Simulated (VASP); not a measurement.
# Ge (Cmmm) in VASP: a series of runs, part 2 of 2

VASP 6.6.1. Earlier steps stand in the parts before.

### 4 Single point, r2SCAN (strain -0.015 along x and y, -0.030 along z)

File POSCAR:

```
Ge
1.0
    1.3761917650     -2.5615082600      0.0000000000
    1.3761917650      2.5615082600      0.0000000000
    0.0000000000      0.0000000000      2.6172840700
Ge
1
Direct
    0.5000000000      0.5000000000      0.0000000000
```

File INCAR.step1:

```
ALGO = Normal
EDIFF = 1E-4
ENCUT = 520
GGA = PE
ISMEAR = 0
LASPH = True
LCHARG = False
LREAL = False
LWAVE = True
NBANDS = 13
NELM = 100
PREC = Accurate
SIGMA = 0.15
```

File INCAR.step2:

```
ALGO = Normal
EDIFF = 1E-6
ENCUT = 520
ISIF = 2
ISMEAR = 0
ISTART = 1
LASPH = True
LCHARG = True
LELF = True
LMIXTAU = True
LREAL = False
LVHAR = True
LWAVE = False
METAGGA = R2SCAN
NBANDS = 13
NELM = 100
PREC = Accurate
SIGMA = 0.15
```

File KPOINTS:

```
k-points
0
Gamma
  20 20 18
```

Potentials or basis: VASP PAW PBE potentials, release 64 (Ge_d).

On the command line:

```
$ cat potpaw_PBE.64/Ge_d/POTCAR > POTCAR
$ cp INCAR.step1 INCAR
$ mpirun -np 1 vasp_std > vasp.out
$ cp INCAR.step2 INCAR
$ mpirun -np 1 vasp_std > vasp.out
```

OUTCAR:

```text
EDIFF = 1E-6
   ENCUT = 520
   ISIF = 2
   ISMEAR = 0
   ISTART = 1
   LASPH = True
   LREAL = False
   METAGGA = R2SCAN
   NELM = 100
   PREC = Accurate

 ion  position               nearest neighbor table
   1  0.500  0.500  0.000-

  LATTYP: Found a base centered orthorhombic cell.
 ALAT       =     2.7523835300
 B/A-ratio  =     1.8613018368
 C/A-ratio  =     0.9509154671

  Lattice vectors:

 A1 = (   1.3761917650,  -2.5615082600,   0.0000000000)
 A2 = (   1.3761917650,   2.5615082600,   0.0000000000)
 A3 = (   0.0000000000,   0.0000000000,   2.6172840700)

Analysis of symmetry for initial positions (statically):
=====================================================================
 Subroutine PRICEL returns:
 Original cell was already a primitive cell.

 Routine SETGRP: Setting up the symmetry group for a
 base centered orthorhombic supercell.

 Subroutine GETGRP returns: Found  8 space group operations
 (whereof  8 operations were pure point group operations)
 out of a pool of  8 trial point group operations.

The static configuration has the point symmetry D_2h.

Analysis of symmetry for dynamics (positions and initial velocities):
=====================================================================
 Subroutine PRICEL returns:
 Original cell was already a primitive cell.

 Routine SETGRP: Setting up the symmetry group for a
 base centered orthorhombic supercell.

 Subroutine GETGRP returns: Found  8 space group operations
 (whereof  8 operations were pure point group operations)
 out of a pool of  8 trial point group operations.

The dynamic configuration has the point symmetry D_2h.

 Subroutine INISYM returns: Found  8 space group operations
 (whereof  8 operations are pure point group operations),
 and found     1 'primitive' translations

----------------------------------------------------------------------------------------

                                     Primitive cell

  volume of cell :      18.4525

  direct lattice vectors                    reciprocal lattice vectors
     1.376191765 -2.561508260  0.000000000     0.363321459 -0.195197497  0.000000000
     1.376191765  2.561508260  0.000000000     0.363321459  0.195197497  0.000000000
     0.000000000  0.000000000  2.617284070     0.000000000  0.000000000  0.382075454

  length of vectors
     2.907787534  2.907787534  2.617284070     0.412437323  0.412437323  0.382075454

  position of ions in fractional coordinates (direct lattice)
     0.500000000  0.500000000  0.000000000

  ion indices of the primitive-cell ions
   primitive index   ion index
                 1           1

----------------------------------------------------------------------------------------

 KPOINTS: k-points

Automatic generation of k-mesh.
 Grid dimensions read from file:
 generate k-points for:   20   20   18

 Generating k-lattice:

  Cartesian coordinates                     Fractional coordinates (reciprocal lattice)
     0.018166073 -0.009759875  0.000000000     0.050000000 -0.000000000  0.000000000
     0.018166073  0.009759875  0.000000000    -0.000000000  0.050000000  0.000000000
     0.000000000  0.000000000  0.021226414     0.000000000  0.000000000  0.055555556

  Length of vectors
     0.020621866  0.020621866  0.021226414

  Shift w.r.t. Gamma in fractional coordinates (k-lattice)
     0.000000000  0.000000000  0.000000000

 Subroutine IBZKPT returns following result:
 ===========================================

 Found   1110 irreducible k-points:

 Following reciprocal coordinates:
            Coordinates               Weight
  0.000000  0.000000  0.000000      1.000000
  0.050000  0.000000  0.000000      4.000000
  0.100000  0.000000  0.000000      4.000000
  0.150000  0.000000  0.000000      4.000000
  0.200000  0.000000  0.000000      4.000000
  0.250000  0.000000  0.000000      4.000000
[... 16 lines left out ...]
 -0.400000  0.050000  0.000000      4.000000
 -0.350000  0.050000  0.000000      4.000000
 [... further k-points ...]
   k-points           NKPTS =   1110   k-points in BZ     NKDIM =   1110   number of bands    NBANDS=     13
   number of dos      NEDOS =    301   number of ions     NIONS =      1
   total plane-waves  NPLWV =  11520
   dimension x,y,z NGX =    24 NGY =   24 NGZ =   20
   dimension x,y,z NGXF=    48 NGYF=   48 NGZF=   40
   ions per type =               1
   NGX,Y,Z   is equivalent  to a cutoff of  13.72, 13.72, 12.70 a.u.
   NGXF,Y,Z  is equivalent  to a cutoff of  27.44, 27.44, 25.41 a.u.
 SYSTEM =  unknown system
   PREC   = accura    normal or accurate (medium, high low for compatibility)
   ISTART =      1    job   : 0-new  1-cont  2-samecut
   ICHARG =      0    charge: 1-file 2-atom 10-const
   ISPIN  =      1    spin polarized calculation?
   LNONCOLLINEAR =      F non collinear calculations
   LSORBIT =      F    spin-orbit coupling
   LASPH  =      T    aspherical Exc in radial PAW
   ENCUT  =  520.0 eV  38.22 Ry    6.18 a.u.   5.41  5.41  4.87*2*pi/ulx,y,z
   NELM   =    100;   NELMIN=  2; NELMDL=  0     # of ELM steps
   EDIFF  = 0.1E-05   stopping-criterion for ELM
   LREAL  =      F    real-space projection
   EDIFFG = 0.1E-04   stopping-criterion for IOM
   NSW    =      0    number of steps for IOM
[... 5 lines left out ...]
   TEBEG  =    0.0;   TEEND  =   0.0 temperature during run
   PSTRESS=    0.0 pullay stress
   NELECT =      14.0000    total number of electrons
   NUPDOWN=      -1.0000    fix difference up-down
   EMIN   =  10.00;   EMAX   =-10.00  energy-range for DOS
   EFERMI =   0.00;   METHOD = LEGACY
   ISMEAR =     0;   SIGMA  =   0.15  broadening in eV -4-tet -1-fermi 0-gaus
   EFERMI_NEDOS =   21; number of points for ismear=-14 and -15
   IALGO  =     38    algorithm
   IMIX   =      4    mixing-type and parameters
     AMIX     =   0.40;   BMIX     =  1.00
     AMIX_MAG =   1.60;   BMIX_MAG =  1.00
  volume/ion in A,a.u.               =      18.45       124.52
  Fermi-wavevector in a.u.,A,eV,Ry     =   1.493135  2.821615 30.333525  2.229451
  Thomas-Fermi vector in A             =   2.605574
   LORBIT       =      0    0 simple, 1 ext, 2 COOP (PROOUT), +10 PAW based schemes
   METAGGA = R2SCAN    functional components
   LHFCALC =     F    Hartree Fock is set to
   AEXX    =    0.0000 exact exchange contribution
   IVDW    =     0    specifies the selected vdW correction
   LEPSILON=     F    determine dielectric tensor
   LRPA    =     F    only Hartree local field effects (RPA)
 non-spin polarized calculation
 Gauss-broadening in eV      SIGMA  =   0.15
  energy-cutoff  :      520.00
  volume of cell :       18.45
 maximum number of plane-waves:       513
 NGX is ok and might be reduce to    24
   NGX = 11   NGY = 11   NGZ =  9

 number of electron      14.0000000 magnetization

 Free energy of the ion-electron system (eV)
  ---------------------------------------------------
  ext. energy  EPLUGINS =         0.00000000
  ---------------------------------------------------
  free energy    TOTEN  =       -13.48552945 eV

  energy without entropy =      -13.48091927  energy(sigma->0) =      -13.48322436

 E-fermi :   6.8019     XC(G=0): -12.4226

 val. band max:        6.7873836864   @ k =   0.2500   0.0000   0.2778
 cond. band min:       6.8027572433   @ k =  -0.3500   0.3500   0.3889
 fundamental gap:      0.0153735568
 Fermi energy:         6.8018807530

 k-point     1 :       0.0000    0.0000    0.0000
  band No.  band energies     occupation
      1     -18.7987      2.00000
      2     -18.7028      2.00000
      3     -18.6411      2.00000
      4     -18.5097      2.00000
      5     -18.4902      2.00000
      6      -7.2622      2.00000
      7      14.4753      0.00000
      8      14.5363      0.00000
      9      16.1436      0.00000
     10      17.7893      0.00000
     11      20.2896      0.00000
     12      22.7773      0.00000
     13      23.3321      0.00000
[... 353 lines left out ...]
 k-point    24 :      -0.3500    0.0500    0.0000
  band No.  band energies     occupation
      1     -18.7573      2.00000
      2     -18.6702      2.00000
      3     -18.5745      2.00000
      4     -18.5398      2.00000
      5     -18.5165      2.00000
      6      -4.4805      2.00000
      7       5.3510      2.00000
      8      10.2692      0.00000
      9      16.5301      0.00000
     10      17.1018      0.00000
     11      21.8376      0.00000
     12      28.7041      0.00000
     13      29.3807      0.00000

 [... further k-points ...]

------------------------ aborting loop because EDIFF is reached ----------------------------------------

  FORCE on cell =-STRESS in cart. coord.  units (eV):
  Direction    XX          YY          ZZ          XY          YZ          ZX
  --------------------------------------------------------------------------------------
  -------------------------------------------------------------------------------------
  Total        0.1043547     -0.1060437      0.3385919      0.0000000      0.0000000      0.0000000
  in kB        9.0608067     -9.2074624     29.3989326      0.0000000      0.0000000      0.0000000
  external PRESSURE =       9.7507590 kB  Pullay stress =       0.0000000 kB

 VOLUME and BASIS-vectors are now :
 -----------------------------------------------------------------------------
  energy-cutoff  :      520.00
  volume of cell :       18.45
      direct lattice vectors                 reciprocal lattice vectors
     1.376191765 -2.561508260  0.000000000     0.363321459 -0.195197497  0.000000000
     1.376191765  2.561508260  0.000000000     0.363321459  0.195197497  0.000000000
     0.000000000  0.000000000  2.617284070     0.000000000  0.000000000  0.382075454

 POSITION                                       TOTAL-FORCE (eV/Angst)
 -----------------------------------------------------------------------------------
      1.37619      0.00000      0.00000        -0.000000      0.000000      0.000000
 -----------------------------------------------------------------------------------
    total drift:                               -0.000000     -0.000000     -0.000000

  FREE ENERGIE OF THE ION-ELECTRON SYSTEM (eV)
  ---------------------------------------------------
  free  energy   TOTEN  =       -13.4855294463 eV

  energy  without entropy=      -13.4809192748  energy(sigma->0) =      -13.48322436
```

OUTCAR.step1:

```text
EDIFF = 1E-4
   ENCUT = 520
   GGA = PE
   ISMEAR = 0
   LASPH = True
   LREAL = False
[... 601 lines left out ...]

 POSITION                                       TOTAL-FORCE (eV/Angst)
 -----------------------------------------------------------------------------------
      1.37619      0.00000      0.00000        -0.000000     -0.000000      0.000000
 -----------------------------------------------------------------------------------
    total drift:                               -0.000000     -0.000000     -0.000000

  FREE ENERGIE OF THE ION-ELECTRON SYSTEM (eV)
  ---------------------------------------------------
  free  energy   TOTEN  =        -4.2579956303 eV

  energy  without entropy=       -4.2531993011  energy(sigma->0) =       -4.25559747
```

OSZICAR.step1:

```text
N       E                     dE             d eps       ncg     rms          rms(c)
DAV:   1     0.623070125321E+02    0.62307E+02   -0.71095E+03 31376   0.299E+03
DAV:   2     0.103374010453E+01   -0.61273E+02   -0.58446E+02 30655   0.409E+02
DAV:   3    -0.419797795564E+01   -0.52317E+01   -0.52068E+01 33006   0.701E+01
DAV:   4    -0.426800330088E+01   -0.70025E-01   -0.70016E-01 32975   0.878E+00
DAV:   5    -0.426868687525E+01   -0.68357E-03   -0.68357E-03 33775   0.957E-01    0.147E+00
DAV:   6    -0.426116920101E+01    0.75177E-02   -0.66838E-03 36195   0.191E+00    0.835E-01
DAV:   7    -0.425807469879E+01    0.30945E-02   -0.56043E-03 38975   0.148E+00    0.746E-02
DAV:   8    -0.425799563027E+01    0.79069E-04   -0.68478E-04 34865   0.600E-01
   1 F= -.42579956E+01 E0= -.42555975E+01  d E =-.479633E-02
```

Run time: 7.6 min. Hardware: 1 thread of AMD EPYC 9R45 (Zen 5), shared host; peak memory 0.31 GiB.

What came out:

```yaml
Free_energy: -13.4855 eV
Pressure: 1.0 GPa
Band_gap_on_the_k_mesh: zero (bands 7 and 8 overlap by 11.01 eV)
```

Stress tensor (GPa, compression positive):
```
 0.91  0.00  0.00
 0.00 -0.92  0.00
 0.00  0.00  2.94
```

Caveat: the cell differs from its parent crystal (strain -0.015 along x and y, -0.030 along z); the PAW data sets were made with another functional, which shifts forces and pressure a little.

### 5 Summary

```tsv
cell	gap on the mesh (eV)	pressure (GPa)
a = 2.996, b = 2.996, c = 2.658 Å, angles 90.0, 90.0, 123.5°, 1 atom	none	-4.0
a = 3.041, b = 3.041, c = 2.617 Å, angles 90.0, 90.0, 123.5°, 1 atom	none	-4.5
a = 2.908, b = 2.908, c = 2.617 Å, angles 90.0, 90.0, 123.5°, 1 atom	none	1.0
```

Alike in all rows: task single point; level r2SCAN; potentials or basis VASP PAW PBE potentials, release 64 (Ge_d); no spin polarisation; k mesh 20 × 20 × 18; cutoff (eV) 520; smearing gaussian 0.15 eV.

Caveats: the PAW data sets were made with another functional, which shifts forces and pressure a little; the cell stands under tension (at least some runs); the stress differs along the axes, from -8 to 1 GPa (at least some runs).

Absolute energies hang on the potentials; compare differences alone.

The gap in the log of VASP goes by the Fermi energy; the results here count the filled bands.